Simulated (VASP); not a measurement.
# BN (R3m) in VASP: notebook

The runs below take BN through single point, with PBE+D3(BJ).

Program: VASP 6.6.1. These are calculated values, not measurements. Logs are shortened: lines on timing, memory, paths and dates and some standing lists are left out, and cuts for length are marked.

## (1) The cell of the first run

Symmetry: R3m, No. 160, trigonal system. The conventional cell has a = 2.302 Å, b = 2.302 Å, c = 10.119 Å, α = 90.00°, β = 90.00°, γ = 120.00°. Within 1.8 Å of B (site symmetry 3m) lie 3 N at 1.33 Å. Within 1.8 Å of N (site symmetry 3m) lie 3 B at 1.33 Å.

## (2) Single point, PBE+D3(BJ) (strain -0.080 along x and y, +0.000 along z)

INCAR reads:

```
SYSTEM = BN
  ALGO = Normal
  EDIFF = 1E-6
  ENCUT = 520
  GGA = PE
  ISIF = 2
  ISMEAR = 0
  IVDW = 12
  LASPH = .TRUE.
  LCHARG = .FALSE.
  LREAL = .FALSE.
  LWAVE = .FALSE.
  NBANDS = 11
  NELM = 60
  PREC = Accurate
  SIGMA = 0.05
```

KPOINTS reads:

```
k-points
0
G
  12 12 12
  0 0 0
```

POSCAR reads:

```
BN
1.0
    1.1510320406      0.6645486584      3.3729344033
   -1.1510320406      0.6645486584      3.3729344033
    0.0000000000     -1.3290973169      3.3729344033
B N
1 1
Direct
    0.9996712000      0.9996712000      0.9996712000
    0.3327618000      0.3327618000      0.3327618000
```

Potentials or basis: VASP PAW PBE potentials, release 64 (B, N).

Command:

```console
$ cat potpaw_PBE.64/B/POTCAR potpaw_PBE.64/N/POTCAR > POTCAR
$ mpirun -np 1 vasp_std > vasp.out
```

OUTCAR:

```text
SYSTEM = BN
   EDIFF = 1E-6
   ENCUT = 520
   GGA = PE
   ISIF = 2
   ISMEAR = 0
   IVDW = 12
   LASPH = .TRUE.
   LREAL = .FALSE.
   NELM = 60
   PREC = Accurate
 IVDW          = 12

 ion  position               nearest neighbor table
   1  1.000  1.000  1.000-   2 1.33   2 1.33   2 1.33
   2  0.333  0.333  0.333-   1 1.33   1 1.33   1 1.33

  LATTYP: Found a trigonal (rhomboedric) cell.
 ALAT       =     3.6253532472
 COS(alpha) =     0.7983936708

  Lattice vectors:

 A1 = (   1.1510320406,   0.6645486584,   3.3729344033)
 A2 = (  -1.1510320406,   0.6645486584,   3.3729344033)
 A3 = (   0.0000000000,  -1.3290973169,   3.3729344033)

Analysis of symmetry for initial positions (statically):
=====================================================================
 Subroutine PRICEL returns:
 Original cell was already a primitive cell.

 Routine SETGRP: Setting up the symmetry group for a
 trigonal (rhombohedral) supercell.

 Subroutine GETGRP returns: Found  6 space group operations
 (whereof  6 operations were pure point group operations)
 out of a pool of 12 trial point group operations.

The static configuration has the point symmetry C_3v.

Analysis of symmetry for dynamics (positions and initial velocities):
=====================================================================
 Subroutine PRICEL returns:
 Original cell was already a primitive cell.

 Routine SETGRP: Setting up the symmetry group for a
 trigonal (rhombohedral) supercell.

 Subroutine GETGRP returns: Found  6 space group operations
 (whereof  6 operations were pure point group operations)
 out of a pool of 12 trial point group operations.

The dynamic configuration has the point symmetry C_3v.

 Subroutine INISYM returns: Found  6 space group operations
 (whereof  6 operations are pure point group operations),
 and found     1 'primitive' translations

----------------------------------------------------------------------------------------

                                     Primitive cell

  volume of cell :      15.4801

  direct lattice vectors                    reciprocal lattice vectors
     1.151032041  0.664548658  3.372934403     0.434392773  0.250796784  0.098825916
    -1.151032041  0.664548658  3.372934403    -0.434392773  0.250796784  0.098825916
     0.000000000 -1.329097317  3.372934403     0.000000000 -0.501593569  0.098825916

  length of vectors
     3.625353247  3.625353247  3.625353247     0.511236413  0.511236413  0.511236413

  position of ions in fractional coordinates (direct lattice)
     0.999671200  0.999671200  0.999671200
     0.332761800  0.332761800  0.332761800

  ion indices of the primitive-cell ions
   primitive index   ion index
                 1           1
                 2           2

----------------------------------------------------------------------------------------

 KPOINTS: k-points

Automatic generation of k-mesh.
 Grid dimensions read from file:
 generate k-points for:   12   12   12

 Generating k-lattice:

  Cartesian coordinates                     Fractional coordinates (reciprocal lattice)
     0.036199398  0.020899732  0.008235493     0.083333333  0.000000000  0.000000000
    -0.036199398  0.020899732  0.008235493     0.000000000  0.083333333  0.000000000
     0.000000000 -0.041799464  0.008235493    -0.000000000 -0.000000000  0.083333333

  Length of vectors
     0.042603034  0.042603034  0.042603034

  Shift w.r.t. Gamma in fractional coordinates (k-lattice)
     0.000000000  0.000000000  0.000000000

 Subroutine IBZKPT returns following result:
 ===========================================

 Found    189 irreducible k-points:

 Following reciprocal coordinates:
            Coordinates               Weight
  0.000000  0.000000  0.000000      1.000000
  0.083333  0.000000  0.000000      6.000000
  0.166667  0.000000  0.000000      6.000000
  0.250000  0.000000  0.000000      6.000000
  0.333333  0.000000  0.000000      6.000000
  0.416667  0.000000  0.000000      6.000000
[... 16 lines left out ...]
  0.500000  0.166667  0.000000     12.000000
 -0.416667  0.166667  0.000000     12.000000
 [... further k-points ...]
   k-points           NKPTS =    189   k-points in BZ     NKDIM =    189   number of bands    NBANDS=     11
   number of dos      NEDOS =    301   number of ions     NIONS =      2
   total plane-waves  NPLWV =  21952
   dimension x,y,z NGX =    28 NGY =   28 NGZ =   28
   dimension x,y,z NGXF=    56 NGYF=   56 NGZF=   56
   ions per type =               1   1
   NGX,Y,Z   is equivalent  to a cutoff of  12.84, 12.84, 12.84 a.u.
   NGXF,Y,Z  is equivalent  to a cutoff of  25.68, 25.68, 25.68 a.u.
 SYSTEM =  BN
   PREC   = accura    normal or accurate (medium, high low for compatibility)
   ISTART =      0    job   : 0-new  1-cont  2-samecut
   ICHARG =      2    charge: 1-file 2-atom 10-const
   ISPIN  =      1    spin polarized calculation?
   LNONCOLLINEAR =      F non collinear calculations
[... 37 lines left out ...]
  energy-cutoff  :      520.00
  volume of cell :       15.48
 maximum number of plane-waves:       438
   NGX = 13   NGY = 13   NGZ = 13

 number of electron       7.9999999 magnetization

 Free energy of the ion-electron system (eV)
  ---------------------------------------------------
  ext. energy  EPLUGINS =         0.00000000
  ---------------------------------------------------
  free energy    TOTEN  =       -16.52489513 eV

  energy without entropy =      -16.52489513  energy(sigma->0) =      -16.52489513

 E-fermi :   3.5255     XC(G=0): -10.4796

 val. band max:        3.2950505857   @ k =  -0.3333   0.3333   0.0000
 cond. band min:       8.0061376085   @ k =   0.5000   0.5000   0.0000
 fundamental gap:      4.7110870228
 Fermi energy:         3.5254511874

 k-point     1 :       0.0000    0.0000    0.0000
  band No.  band energies     occupation
      1     -16.0580      2.00000
      2      -2.4462      2.00000
      3       2.3703      2.00000
      4       2.3703      2.00000
      5       8.1838      0.00000
      6      17.1784      0.00000
      7      17.1784      0.00000
      8      19.5555      0.00000
      9      22.8512      0.00000
     10      32.9986      0.00000
     11      33.6935      0.00000

 k-point     2 :       0.0833    0.0000    0.0000
  band No.  band energies     occupation
      1     -15.8953      2.00000
      2      -2.2512      2.00000
      3       1.7335      2.00000
      4       2.0340      2.00000
      5       8.4788      0.00000
      6      17.1455      0.00000
      7      17.9375      0.00000
      8      18.9239      0.00000
      9      23.3315      0.00000
     10      31.8016      0.00000
     11      33.9919      0.00000

 k-point     3 :       0.1667    0.0000    0.0000
  band No.  band energies     occupation
      1     -15.4146      2.00000
      2      -1.6737      2.00000
      3       0.1114      2.00000
      4       1.2253      2.00000
      5       9.3066      0.00000
      6      17.0591      0.00000
      7      17.2681      0.00000
      8      19.9919      0.00000
      9      24.3663      0.00000
     10      29.1303      0.00000
     11      32.4019      0.00000

 k-point     4 :       0.2500    0.0000    0.0000
  band No.  band energies     occupation
      1     -14.6420      2.00000
      2      -1.9842      2.00000
      3      -0.7334      2.00000
      4       0.3017      2.00000
      5      10.5738      0.00000
      6      14.9134      0.00000
      7      17.1002      0.00000
      8      22.9058      0.00000
      9      24.8115      0.00000
     10      27.0531      0.00000
     11      30.5210      0.00000
[... 239 lines left out ...]
 k-point    22 :       0.4167    0.1667    0.0000
  band No.  band energies     occupation
      1     -13.1968      2.00000
      2      -4.1847      2.00000
      3      -1.8027      2.00000
      4       0.7120      2.00000
      5      11.4015      0.00000
      6      14.5462      0.00000
      7      18.9418      0.00000
      8      21.4243      0.00000
      9      22.8431      0.00000
     10      27.0381      0.00000
     11      30.1345      0.00000

 k-point    23 :       0.5000    0.1667    0.0000
  band No.  band energies     occupation
      1     -12.2161      2.00000
      2      -5.7330      2.00000
      3      -2.3851      2.00000
      4       1.9895      2.00000
      5       9.8781      0.00000
      6      16.1425      0.00000
      7      18.8963      0.00000
      8      20.2453      0.00000
      9      22.0650      0.00000
     10      27.7727      0.00000
     11      30.4244      0.00000

 k-point    24 :      -0.4167    0.1667    0.0000
  band No.  band energies     occupation
      1     -11.7428      2.00000
      2      -6.4200      2.00000
      3      -2.5790      2.00000
      4       2.7764      2.00000
      5       9.0426      0.00000
      6      16.6376      0.00000
      7      18.4073      0.00000
      8      19.5563      0.00000
      9      22.3263      0.00000
     10      28.9063      0.00000
     11      30.2501      0.00000

 [... further k-points ...]

------------------------ aborting loop because EDIFF is reached ----------------------------------------

 Edisp (eV)   -0.30985

 E8    (eV) :    -0.0903

  FORCE on cell =-STRESS in cart. coord.  units (eV):
  Direction    XX          YY          ZZ          XY          YZ          ZX
  --------------------------------------------------------------------------------------
  -------------------------------------------------------------------------------------
  Total      12.60959    12.60959    -0.15301     0.00000     0.00000    -0.00000
  in kB    1305.08334  1305.08334   -15.83624     0.00000     0.00000    -0.00000
  external pressure =      864.78 kB  Pullay stress =        0.00 kB

 VOLUME and BASIS-vectors are now :
 -----------------------------------------------------------------------------
  energy-cutoff  :      520.00
  volume of cell :       15.48
      direct lattice vectors                 reciprocal lattice vectors
     1.151032041  0.664548658  3.372934403     0.434392773  0.250796784  0.098825916
    -1.151032041  0.664548658  3.372934403    -0.434392773  0.250796784  0.098825916
     0.000000000 -1.329097317  3.372934403     0.000000000 -0.501593569  0.098825916

 POSITION                                       TOTAL-FORCE (eV/Angst)
 -----------------------------------------------------------------------------------
      0.00000     -0.00000     10.11548         0.000000      0.000000     -0.006570
      0.00000     -0.00000      3.36715         0.000000     -0.000000      0.006570
 -----------------------------------------------------------------------------------
    total drift:                               -0.000000      0.000000     -0.000008

  FREE ENERGIE OF THE ION-ELECTRON SYSTEM (eV)
  ---------------------------------------------------
  free  energy   TOTEN  =       -16.8347416941 eV

  energy  without entropy=      -16.8347416941  energy(sigma->0) =      -16.83474169
```

Run time: 34 s. Hardware: 1 thread of Intel Xeon Platinum 8375C at 2.90GHz (Ice Lake), shared host; peak memory 0.18 GiB.

Results:

```yaml
Free_energy: -16.8347 eV
Pressure: 86.5 GPa
Largest_force: 0.007 eV/Å
Band_gap_on_the_k_mesh: 4.71 eV, indirect (least direct gap 5.31 eV)
Dispersion_energy_per_atom: -0.155 eV
```

Forces in eV/Å, atoms in the order of the input:
```
B    0.000  0.000 -0.007
N    0.000  0.000  0.007
```

Caveat: the cell differs from its parent crystal (strain -0.080 along x and y, +0.000 along z). A k mesh can miss the band edges.

## (3) Single point, PBE+D3(BJ) (strain -0.040 along x and y, -0.080 along z)

INCAR reads:

```
PREC     = Accurate       # precision mode
ENCUT    = 520            # plane-wave cutoff, eV
EDIFF    = 1E-6           # SCF threshold, eV
ISMEAR   = 0              # smearing method
SIGMA    = 0.05           # smearing width, eV
LREAL    = False          # projectors in reciprocal space
LASPH    = True           # aspherical terms in the spheres
NELM     = 80             # most SCF steps
ALGO     = Normal         # electronic algorithm
ISIF     = 2              # what is computed and relaxed
LWAVE    = False          # write WAVECAR
LCHARG   = False          # write CHGCAR
GGA      = PE             # functional
IVDW     = 12             # dispersion correction
NBANDS   = 11             # bands
```

KPOINTS reads:

```
regular mesh
0
Gamma
  12 12 12
```

POSCAR reads:

```
BN
1.0
    1.2010769119      0.6934420784      3.1030996510
   -1.2010769119      0.6934420784      3.1030996510
    0.0000000000     -1.3868841568      3.1030996510
B N
1 1
Direct
    0.9996712000      0.9996712000      0.9996712000
    0.3327618000      0.3327618000      0.3327618000
```

Potentials or basis: VASP PAW PBE potentials, release 64 (B, N).

Command:

```console
$ cat potpaw_PBE.64/B/POTCAR potpaw_PBE.64/N/POTCAR > POTCAR
$ mpirun -np 1 vasp_std > vasp.out
```

It took 29 s on 1 thread of Intel Xeon Platinum 8375C at 2.90GHz (Ice Lake), shared host; peak memory 0.18 GiB.

Results (log left out):

```yaml
Free_energy: -17.6168 eV
Pressure: 40.4 GPa
Largest_force: 0.029 eV/Å
Band_gap_on_the_k_mesh: 4.30 eV, indirect (least direct gap 5.02 eV)
Dispersion_energy_per_atom: -0.165 eV
```

Forces in eV/Å, atoms in the order of the input:
```
B    0.000  0.000  0.029
N    0.000  0.000 -0.029
```

Stress tensor (GPa, compression positive):
```
59.47  0.00  0.00
 0.00 59.47  0.00
 0.00  0.00  2.25
```

Levels at points of the mesh, in eV from the valence-band top:
```tsv
k point	band 2	band 3	band 4	band 5	band 6	band 7
(0.00, 0.00, 0.00)	-4.38	-1.12	-1.12	5.71	12.75	12.75
(0.50, 0.00, 0.00)	-9.48	-4.23	-0.59	5.69	11.32	14.17
(0.50, 0.50, 0.00)	-9.27	-4.33	-1.45	4.30	11.18	15.62
(0.50, 0.50, 0.50)	-7.17	-1.15	-1.15	11.60	12.63	12.63
```

Caveat: the cell differs from its parent crystal (strain -0.040 along x and y, -0.080 along z). A k mesh can miss the band edges.

## (4) Single point, PBE+D3(BJ) (strain -0.080 along x and y, +0.040 along z)

INCAR reads:

```
SYSTEM = BN
PREC = Accurate
ENCUT = 520
EDIFF = 1E-6
ISMEAR = 0
SIGMA = 0.05
LREAL = .False.
LASPH = .True.
NELM = 80
ALGO = Normal
ISIF = 2
LWAVE = .False.
LCHARG = .False.
GGA = PE
IVDW = 12
NBANDS = 11
```

KPOINTS reads:

```
Automatic mesh
0
Gamma
  12 12 12
  0 0 0
```

POSCAR reads:

```
BN
1.0
    1.1510320406      0.6645486584      3.5078517794
   -1.1510320406      0.6645486584      3.5078517794
    0.0000000000     -1.3290973169      3.5078517794
B N
1 1
Direct
    0.9996712000      0.9996712000      0.9996712000
    0.3327618000      0.3327618000      0.3327618000
```

Command:

```console
$ cat potpaw_PBE.64/B/POTCAR potpaw_PBE.64/N/POTCAR > POTCAR
$ mpirun -np 1 vasp_std > vasp.out
```

It took 34 s on 1 thread of Intel Xeon Platinum 8375C at 2.90GHz (Ice Lake), shared host; peak memory 0.18 GiB.

The run converged. Its results:

* Free energy: -16.8282 eV
* Pressure: 83.0 GPa
* Largest force: 0.014 eV/Å
* Band gap on the k mesh: 4.65 eV, indirect (least direct gap 5.31 eV)
* Dispersion energy per atom: -0.148 eV

Forces in eV/Å, atoms in the order of the input:
```
B    0.000  0.000 -0.014
N    0.000  0.000  0.014
```

Stress tensor (GPa, compression positive):
```
125.70   0.00   0.00
  0.00 125.70   0.00
  0.00   0.00  -2.27
```

Levels at points of the mesh, in eV from the valence-band top:
| k point | band 1 | band 2 | band 3 | band 4 | band 5 | band 6 | band 7 | band 8 |
| --- | --- | --- | --- | --- | --- | --- | --- | --- |
| (0.00, 0.00, 0.00) | -19.33 | -5.93 | -0.94 | -0.94 | 4.65 | 13.87 | 13.87 | 16.09 |
| (0.50, 0.00, 0.00) | -15.39 | -9.95 | -4.48 | -0.98 | 5.67 | 12.23 | 14.17 | 15.74 |
| (0.50, 0.50, 0.00) | -15.35 | -9.88 | -4.51 | -1.38 | 4.79 | 12.70 | 15.31 | 18.04 |
| (0.50, 0.50, 0.50) | -19.16 | -7.38 | -0.94 | -0.94 | 9.81 | 13.83 | 13.83 | 14.88 |

Caveat: the cell differs from its parent crystal (strain -0.080 along x and y, +0.040 along z). A k mesh can miss the band edges.

## (5) Single point, PBE+D3(BJ) (strain -0.040 along x and y, -0.040 along z)

INCAR reads:

```
SYSTEM = BN
PREC     = Accurate       ! precision mode
ENCUT    = 520            ! plane-wave cutoff, eV
EDIFF    = 1E-6           ! SCF threshold, eV
ISMEAR   = 0              ! smearing method
SIGMA    = 0.05           ! smearing width, eV
LREAL    = .FALSE.        ! projectors in reciprocal space
LASPH    = .TRUE.         ! aspherical terms in the spheres
NELM     = 80             ! most SCF steps
ALGO     = Normal         ! electronic algorithm
ISIF     = 2              ! what is computed and relaxed
LWAVE    = .FALSE.        ! write WAVECAR
LCHARG   = .FALSE.        ! write CHGCAR
GGA      = PE             ! functional
IVDW     = 12             ! dispersion correction
NBANDS   = 11             ! bands
```

KPOINTS reads:

```
Automatic mesh
0
G
  12 12 12
  0 0 0
```

POSCAR reads:

```
BN
1.0
    1.2010769119      0.6934420784      3.2380170272
   -1.2010769119      0.6934420784      3.2380170272
    0.0000000000     -1.3868841568      3.2380170272
B N
1 1
Direct
    0.9996712000      0.9996712000      0.9996712000
    0.3327618000      0.3327618000      0.3327618000
```

Command:

```console
$ cat potpaw_PBE.64/B/POTCAR potpaw_PBE.64/N/POTCAR > POTCAR
$ mpirun -np 1 vasp_std > vasp.out
```

Wall time 35 s (1 thread of Intel Xeon Platinum 8375C at 2.90GHz (Ice Lake), shared host); peak memory 0.18 GiB.

The run converged. Its results:

```
Free energy                : -17.6223 eV
Pressure                   : 38.1 GPa
Largest force              : 0.007 eV/Å
Band gap on the k mesh     : 4.42 eV, indirect (least direct gap 5.01 eV)
Dispersion energy per atom : -0.157 eV
```

Forces on the atoms (eV/Å):
```
B    0.000  0.000  0.007
N    0.000  0.000 -0.007
```

Stress tensor (GPa, compression positive):
```
57.10  0.00  0.00
 0.00 57.10  0.00
 0.00  0.00  0.12
```

Levels at points of the mesh, in eV from the valence-band top:
| k point | band 1 | band 2 | band 3 | band 4 | band 5 | band 6 | band 7 | band 8 |
| --- | --- | --- | --- | --- | --- | --- | --- | --- |
| (0.00, 0.00, 0.00) | -18.56 | -4.65 | -1.11 | -1.11 | 5.38 | 12.75 | 12.75 | 14.73 |
| (0.50, 0.00, 0.00) | -14.96 | -9.43 | -4.24 | -0.66 | 5.62 | 11.22 | 13.93 | 15.92 |
| (0.50, 0.50, 0.00) | -14.87 | -9.28 | -4.30 | -1.35 | 4.42 | 11.24 | 15.25 | 18.88 |
| (0.50, 0.50, 0.50) | -18.22 | -6.94 | -1.13 | -1.13 | 11.01 | 12.67 | 12.67 | 14.57 |

Caveat: the cell differs from its parent crystal (strain -0.040 along x and y, -0.040 along z). A k mesh can miss the band edges.

## (6) Summary

| cell | gap on the mesh (eV) | pressure (GPa) | largest force (eV/Å) |
| --- | --- | --- | --- |
| a = 3.625 Å, angles 37.0°, 2 atoms | 4.71 | 86.5 | 0.01 |
| a = 3.399 Å, angles 41.4°, 2 atoms | 4.30 | 40.4 | 0.03 |
| a = 3.751 Å, angles 35.7°, 2 atoms | 4.65 | 83.0 | 0.01 |
| a = 3.523 Å, angles 39.9°, 2 atoms | 4.42 | 38.1 | 0.01 |

Alike in all rows: task single point; level PBE+D3(BJ); potentials or basis VASP PAW PBE potentials, release 64 (B, N); no spin polarisation; k mesh 12 × 12 × 12; cutoff (eV) 520; smearing gaussian 0.05 eV.

Absolute energies hang on the potentials; compare differences alone.
